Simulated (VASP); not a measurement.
# Li (Fm-3m) in VASP: further runs

Li is run at these levels: PBEsol; tasks: single point, relaxation of volume and atoms at fixed shape.

Program: VASP 6.6.1. These are calculated values, not measurements. Logs are shortened: lines on timing, memory, paths and dates and some standing lists are left out, and cuts for length are marked.

**1. The cell of the first run**

The structure is cubic, space group Fm-3m (No. 225). The conventional cell has a = 4.319 Å, b = 4.319 Å, c = 4.319 Å, α = 90.00°, β = 90.00°, γ = 90.00°. Within 4.0 Å of Li (site symmetry m-3m) lie 12 Li at 3.05 Å.

This isn't the form of Li at room conditions, which is bcc.

**2. Single point, PBEsol**

INCAR

```
SYSTEM = Li
PREC = Accurate
ENCUT = 750
EDIFF = 1E-6
ISMEAR = -1
SIGMA = 0.1
LREAL = .FALSE.
LASPH = .TRUE.
NELM = 120
ALGO = Normal
ISIF = 2
LWAVE = .FALSE.
LCHARG = .FALSE.
GGA = PS
NBANDS = 8
GGA_COMPAT = .FALSE.
```

KPOINTS

```
regular mesh
0
G
  9 9 9
  0 0 0
```

POSCAR

```
Li
1.0
    0.0000000000      2.1594801603      2.1594801603
    2.1594801603      0.0000000000      2.1594801603
    2.1594801603      2.1594801603      0.0000000000
Li
1
Direct
    0.0000000000      0.0000000000      0.0000000000
```

Potentials or basis: VASP PAW PBE potentials, release 64 (Li_sv).

Launch:

```
> cat potpaw_PBE.64/Li_sv/POTCAR > POTCAR
> mpirun -np 1 vasp_std > vasp.out
```

OUTCAR:

```text
SYSTEM = Li
   PREC = Accurate
   ENCUT = 750
   EDIFF = 1E-6
   ISMEAR = -1
   LREAL = .FALSE.
   LASPH = .TRUE.
   NELM = 120
   ISIF = 2
   GGA = PS

 ion  position               nearest neighbor table
   1  0.000  0.000  0.000-

  LATTYP: Found a face centered cubic cell.
 ALAT       =     4.3189603206

  Lattice vectors:

 A1 = (   0.0000000000,   2.1594801603,   2.1594801603)
 A2 = (   2.1594801603,   0.0000000000,   2.1594801603)
 A3 = (   2.1594801603,   2.1594801603,   0.0000000000)

Analysis of symmetry for initial positions (statically):
=====================================================================
 Subroutine PRICEL returns:
 Original cell was already a primitive cell.

 Routine SETGRP: Setting up the symmetry group for a
 face centered cubic supercell.

 Subroutine GETGRP returns: Found 48 space group operations
 (whereof 48 operations were pure point group operations)
 out of a pool of 48 trial point group operations.

The static configuration has the point symmetry O_h .

Analysis of symmetry for dynamics (positions and initial velocities):
=====================================================================
 Subroutine PRICEL returns:
 Original cell was already a primitive cell.

 Routine SETGRP: Setting up the symmetry group for a
 face centered cubic supercell.

 Subroutine GETGRP returns: Found 48 space group operations
 (whereof 48 operations were pure point group operations)
 out of a pool of 48 trial point group operations.

The dynamic configuration has the point symmetry O_h .

 Subroutine INISYM returns: Found 48 space group operations
 (whereof 48 operations are pure point group operations),
 and found     1 'primitive' translations

----------------------------------------------------------------------------------------

                                     Primitive cell

  volume of cell :      20.1408

  direct lattice vectors                    reciprocal lattice vectors
     0.000000000  2.159480160  2.159480160    -0.231537205  0.231537205  0.231537205
     2.159480160  0.000000000  2.159480160     0.231537205 -0.231537205  0.231537205
     2.159480160  2.159480160  0.000000000     0.231537205  0.231537205 -0.231537205

  length of vectors
     3.053966130  3.053966130  3.053966130     0.401034202  0.401034202  0.401034202

  position of ions in fractional coordinates (direct lattice)
     0.000000000  0.000000000  0.000000000

  ion indices of the primitive-cell ions
   primitive index   ion index
                 1           1

----------------------------------------------------------------------------------------

 KPOINTS: regular mesh

Automatic generation of k-mesh.
 Grid dimensions read from file:
 generate k-points for:    9    9    9

 Generating k-lattice:

  Cartesian coordinates                     Fractional coordinates (reciprocal lattice)
    -0.025726356  0.025726356  0.025726356     0.111111111  0.000000000  0.000000000
     0.025726356 -0.025726356  0.025726356     0.000000000  0.111111111  0.000000000
     0.025726356  0.025726356 -0.025726356     0.000000000  0.000000000  0.111111111

  Length of vectors
     0.044559356  0.044559356  0.044559356

  Shift w.r.t. Gamma in fractional coordinates (k-lattice)
     0.000000000  0.000000000  0.000000000

 Subroutine IBZKPT returns following result:
 ===========================================

 Found     35 irreducible k-points:

 Following reciprocal coordinates:
            Coordinates               Weight
  0.000000  0.000000  0.000000      1.000000
  0.111111  0.000000  0.000000      8.000000
  0.222222  0.000000  0.000000      8.000000
  0.333333  0.000000  0.000000      8.000000
  0.444444  0.000000  0.000000      8.000000
  0.111111  0.111111  0.000000      6.000000
[... 16 lines left out ...]
 -0.333333  0.333333  0.000000     12.000000
  0.444444  0.444444  0.000000      6.000000
 [... further k-points ...]
   k-points           NKPTS =     35   k-points in BZ     NKDIM =     35   number of bands    NBANDS=      8
   number of dos      NEDOS =    301   number of ions     NIONS =      1
   total plane-waves  NPLWV =  21952
   dimension x,y,z NGX =    28 NGY =   28 NGZ =   28
   dimension x,y,z NGXF=    56 NGYF=   56 NGZF=   56
   ions per type =               1
   NGX,Y,Z   is equivalent  to a cutoff of  15.24, 15.24, 15.24 a.u.
   NGXF,Y,Z  is equivalent  to a cutoff of  30.48, 30.48, 30.48 a.u.
 SYSTEM =  Li
   PREC   = accura    normal or accurate (medium, high low for compatibility)
   ISTART =      0    job   : 0-new  1-cont  2-samecut
   ICHARG =      2    charge: 1-file 2-atom 10-const
   ISPIN  =      1    spin polarized calculation?
   LNONCOLLINEAR =      F non collinear calculations
   LSORBIT =      F    spin-orbit coupling
   LASPH  =      T    aspherical Exc in radial PAW
   ENCUT  =  750.0 eV  55.12 Ry    7.42 a.u.   6.82  6.82  6.82*2*pi/ulx,y,z
   NELM   =    120;   NELMIN=  2; NELMDL= -5     # of ELM steps
   EDIFF  = 0.1E-05   stopping-criterion for ELM
   LREAL  =      F    real-space projection
   EDIFFG = 0.1E-04   stopping-criterion for IOM
   NSW    =      0    number of steps for IOM
   IBRION =     -1    ionic relax: 0-MD 1-quasi-New 2-CG
   NFREE  =      0    steps in history (QN), initial steepest desc. (CG)
   ISIF   =      2    stress and relaxation
   ISYM   =      2    0-nonsym 1-usesym 2-fastsym
   POTIM  = 0.5000    time-step for ionic-motion
   TEBEG  =    0.0;   TEEND  =   0.0 temperature during run
   PSTRESS=    0.0 pullay stress
   NELECT =       3.0000    total number of electrons
   NUPDOWN=      -1.0000    fix difference up-down
   EMIN   =  10.00;   EMAX   =-10.00  energy-range for DOS
   EFERMI =   0.00;   METHOD = LEGACY
   ISMEAR =    -1;   SIGMA  =   0.10  broadening in eV -4-tet -1-fermi 0-gaus
   EFERMI_NEDOS =   21; number of points for ismear=-14 and -15
   IALGO  =     38    algorithm
   IMIX   =      4    mixing-type and parameters
     AMIX     =   0.40;   BMIX     =  1.00
     AMIX_MAG =   1.60;   BMIX_MAG =  1.00
  volume/ion in A,a.u.               =      20.14       135.92
  Fermi-wavevector in a.u.,A,eV,Ry     =   0.867806  1.639916 10.246377  0.753087
  Thomas-Fermi vector in A             =   1.986393
   LORBIT       =      0    0 simple, 1 ext, 2 COOP (PROOUT), +10 PAW based schemes
   GGA     = PS    functional components
   LHFCALC =     F    Hartree Fock is set to
   AEXX    =    0.0000 exact exchange contribution
   IVDW    =     0    specifies the selected vdW correction
   LEPSILON=     F    determine dielectric tensor
   LRPA    =     F    only Hartree local field effects (RPA)
 non-spin polarized calculation
  energy-cutoff  :      750.00
  volume of cell :       20.14
 maximum number of plane-waves:       955
   NGX = 13   NGY = 13   NGZ = 13

 number of electron       2.9999999 magnetization

 Free energy of the ion-electron system (eV)
  ---------------------------------------------------
  ext. energy  EPLUGINS =         0.00000000
  ---------------------------------------------------
  free energy    TOTEN  =        -1.97693147 eV

  energy without entropy =       -1.95914674  energy(sigma->0) =       -1.96803910

 E-fermi :   0.7451     XC(G=0):  -7.0334

 val. band max:        0.3220454783   @ k =   0.4444   0.2222   0.0000
 cond. band min:       0.8137255054   @ k =  -0.3333   0.2222   0.0000
 fundamental gap:      0.4916800271
 Fermi energy:         0.7451215120

 k-point     1 :       0.0000    0.0000    0.0000
  band No.  band energies     occupation
      1     -45.2484      2.00000
      2      -2.9309      2.00000
      3      15.0830      0.00000
      4      15.0830      0.00000
      5      15.0830      0.00000
      6      18.9362      0.00000
      7      18.9362      0.00000
      8      18.9362      0.00000

 k-point     2 :       0.1111    0.0000    0.0000
  band No.  band energies     occupation
      1     -45.2461      2.00000
      2      -2.7092      2.00000
      3      12.9575      0.00000
      4      14.6377      0.00000
      5      14.6377      0.00000
      6      18.1481      0.00000
      7      19.7253      0.00000
      8      19.7253      0.00000

 k-point     3 :       0.2222    0.0000    0.0000
  band No.  band energies     occupation
      1     -45.2403      2.00000
      2      -2.0461      2.00000
      3       9.4895      0.00000
      4      13.9587      0.00000
      5      13.9587      0.00000
      6      18.5754      0.00000
      7      19.7744      0.00000
      8      19.7744      0.00000

 k-point     4 :       0.3333    0.0000    0.0000
  band No.  band energies     occupation
      1     -45.2337      2.00000
      2      -0.9647      2.00000
      3       6.3600      0.00000
      4      13.5272      0.00000
      5      13.5272      0.00000
      6      18.3051      0.00000
      7      18.3051      0.00000
      8      18.4339      0.00000

 k-point     5 :       0.4444    0.0000    0.0000
  band No.  band energies     occupation
      1     -45.2294      2.00000
      2       0.3168      1.97277
      3       4.0265      0.00000
      4      13.3647      0.00000
      5      13.3647      0.00000
      6      17.3964      0.00000
      7      17.3964      0.00000
      8      17.9607      0.00000
[... 177 lines left out ...]
 k-point    22 :      -0.4444    0.3333    0.0000
  band No.  band energies     occupation
      1     -45.2234      2.00000
      2       2.2804      0.00000
      3       4.6684      0.00000
      4       7.4639      0.00000
      5       9.9504      0.00000
      6      14.4567      0.00000
      7      18.3225      0.00000
      8      25.1779      0.00000

 k-point    23 :      -0.3333    0.3333    0.0000
  band No.  band energies     occupation
      1     -45.2241      2.00000
      2       2.3993      0.00000
      3       3.9353      0.00000
      4       7.4871      0.00000
      5      10.7611      0.00000
      6      15.0277      0.00000
      7      21.5233      0.00000
      8      23.5877      0.00000

 k-point    24 :       0.4444    0.4444    0.0000
  band No.  band energies     occupation
      1     -45.2233      2.00000
      2       1.6589      0.00022
      3       6.0814      0.00000
      4       9.2160      0.00000
      5       9.2160      0.00000
      6      11.4020      0.00000
      7      16.0846      0.00000
      8      29.9186      0.00000

 [... further k-points ...]
[... 5 lines left out ...]
  --------------------------------------------------------------------------------------
  -------------------------------------------------------------------------------------
  Total       -0.0087768     -0.0087768     -0.0087768      0.0000000      0.0000000     -0.0000000
  in kB       -0.6981857     -0.6981857     -0.6981857      0.0000000      0.0000000     -0.0000000
  external PRESSURE =      -0.6981857 kB  Pullay stress =       0.0000000 kB

 VOLUME and BASIS-vectors are now :
 -----------------------------------------------------------------------------
  energy-cutoff  :      750.00
  volume of cell :       20.14
      direct lattice vectors                 reciprocal lattice vectors
     0.000000000  2.159480160  2.159480160    -0.231537205  0.231537205  0.231537205
     2.159480160  0.000000000  2.159480160     0.231537205 -0.231537205  0.231537205
     2.159480160  2.159480160  0.000000000     0.231537205  0.231537205 -0.231537205

 POSITION                                       TOTAL-FORCE (eV/Angst)
 -----------------------------------------------------------------------------------
      0.00000      0.00000      0.00000        -0.000000     -0.000000      0.000000
 -----------------------------------------------------------------------------------
    total drift:                               -0.000000     -0.000000     -0.000000

  FREE ENERGIE OF THE ION-ELECTRON SYSTEM (eV)
  ---------------------------------------------------
  free  energy   TOTEN  =        -1.9769314693 eV

  energy  without entropy=       -1.9591467363  energy(sigma->0) =       -1.96803910
```

Wall time 3.5 s (1 thread of AMD EPYC 9R45 (Zen 5), shared host); peak memory 0.12 GiB.

Results:

| Property | Result |
| --- | --- |
| Free energy | -1.9769 eV |
| Pressure | -0.1 GPa |
| Band gap on the k mesh | zero (an odd number of electrons rules out a gap without spin polarisation) |

Levels at points of the mesh, in eV from the Fermi level:
```tsv
k point	band 1	band 2	band 3	band 4	band 5
(0.00, 0.00, 0.00)	-45.99	-3.68	14.34	14.34	14.34
```

Caveat: the PAW data sets were made with another functional, which shifts forces and pressure a little.

**3. Relaxation of volume and atoms at fixed shape, PBEsol**

This run uses another cell than the first one, of 21.59 Å³/atom.

INCAR

```
SYSTEM = Li
ALGO = Normal
EDIFF = 1E-7
EDIFFG = -0.03
ENCUT = 750
GGA = PS
GGA_COMPAT = .FALSE.
IBRION = 2
ISIF = 8
ISMEAR = -1
LASPH = .TRUE.
LCHARG = .FALSE.
LREAL = .FALSE.
LWAVE = .FALSE.
NELM = 120
NELMIN = 4
NSW = 80
PREC = Accurate
SIGMA = 0.1
```

KPOINTS

```
k-points
0
G
  9 9 9
  0 0 0
```

POSCAR

```
Li
1.0
    0.0000000000      2.2100000000      2.2100000000
    2.2100000000      0.0000000000      2.2100000000
    2.2100000000      2.2100000000      0.0000000000
Li
1
Direct
    0.0000000000      0.0000000000      0.0000000000
```

Potentials or basis: VASP PAW PBE potentials, release 64 (Li_sv).

Launch:

```
> cat potpaw_PBE.64/Li_sv/POTCAR > POTCAR
> mpirun -np 1 vasp_std > vasp.out
```

OUTCAR:

```text
SYSTEM = Li
   EDIFF = 1E-7
   EDIFFG = -0.03
   ENCUT = 750
   GGA = PS
   IBRION = 2
   ISIF = 8
   ISMEAR = -1
   LASPH = .TRUE.
   LREAL = .FALSE.
   NELM = 120
   NELMIN = 4
   NSW = 80
   PREC = Accurate

 ion  position               nearest neighbor table
   1  0.000  0.000  0.000-

  LATTYP: Found a face centered cubic cell.
 ALAT       =     4.4200000000

  Lattice vectors:

 A1 = (   0.0000000000,   2.2100000000,   2.2100000000)
 A2 = (   2.2100000000,   0.0000000000,   2.2100000000)
 A3 = (   2.2100000000,   2.2100000000,   0.0000000000)

Analysis of symmetry for initial positions (statically):
=====================================================================
 Subroutine PRICEL returns:
 Original cell was already a primitive cell.

[... 241 lines left out ...]
  ext. energy  EPLUGINS =         0.00000000
  ---------------------------------------------------
  free energy    TOTEN  =        -1.97778972 eV

  energy without entropy =       -1.96001723  energy(sigma->0) =       -1.96890347

 E-fermi :   0.7529     XC(G=0):  -7.0403

 val. band max:        0.3292988596   @ k =   0.4444   0.2222   0.0000
 cond. band min:       0.8216169306   @ k =  -0.3333   0.2222   0.0000
 fundamental gap:      0.4923180710
 Fermi energy:         0.7529324747

 k-point     1 :       0.0000    0.0000    0.0000
  band No.  band energies     occupation
      1     -45.2358      2.00000
      2      -2.9273      2.00000
      3      15.1198      0.00000
      4      15.1198      0.00000
      5      15.1198      0.00000
[... 177 lines left out ...]
 k-point    24 :       0.4444    0.4444    0.0000
  band No.  band energies     occupation
      1     -45.2104      2.00000
      2       1.6683      0.00021
      3       6.0998      0.00000
      4       9.2403      0.00000
      5       9.2403      0.00000

 [... further k-points ...]
[... 5 lines left out ...]
  --------------------------------------------------------------------------------------
  -------------------------------------------------------------------------------------
  Total        0.0000056      0.0000056      0.0000056      0.0000000      0.0000000     -0.0000000
  in kB        0.0004466      0.0004466      0.0004466      0.0000000      0.0000000     -0.0000000
  external PRESSURE =       0.0004466 kB  Pullay stress =       0.0000000 kB
[... 16 lines left out ...]
  FREE ENERGIE OF THE ION-ELECTRON SYSTEM (eV)
  ---------------------------------------------------
  free  energy   TOTEN  =        -1.9777897156 eV

  energy  without entropy=       -1.9600172289  energy(sigma->0) =       -1.96890347

 reached required accuracy - stopping structural energy minimisation
```

CONTCAR:

```text
Li
   1.00000000000000
     0.0000000000000000    2.1574213507347633    2.1574213507347633
     2.1574213507347633    0.0000000000000000    2.1574213507347633
     2.1574213507347633    2.1574213507347633    0.0000000000000000
  Li
     1
Direct
     0.0000000000000000    0.0000000000000000    0.0000000000000000

  0.00000000E+00  0.00000000E+00  0.00000000E+00
```

Wall time 7.2 s (1 thread of AMD EPYC 9R45 (Zen 5), shared host); peak memory 0.11 GiB.

Results:

```yaml
Free_energy: -1.9778 eV
Relaxed_volume: 20.08 Å³/atom
Relaxed_cell: a = 3.051 Å, b = 3.051 Å, c = 3.051 Å, α = 60.00°, β = 60.00°, γ = 60.00°
Space_group_after_relaxing_to_0.1_Å: Fm-3m (No. 225)
Energy_gained_by_relaxing: 4.5 meV/atom
Ionic_steps: 3
Pressure_after_relaxing: 0.0 GPa
Band_gap_on_the_k_mesh: zero (an odd number of electrons rules out a gap without spin polarisation)
```

Step by step:
```tsv
step	energy change (eV)	largest force (eV/Å)	pressure (GPa)	volume (Å³)
1	0.0000	0.0000	-0.92	21.59
2	-0.0019	0.0000	-0.71	21.20
3	-0.0045	0.0000	0.00	20.08
```

Final structure:
```
CELL_PARAMETERS angstrom
0.00000 2.15742 2.15742
2.15742 0.00000 2.15742
2.15742 2.15742 0.00000
ATOMIC_POSITIONS crystal
Li 0.00000 0.00000 0.00000
```

Caveat: the PAW data sets were made with another functional, which shifts forces and pressure a little.
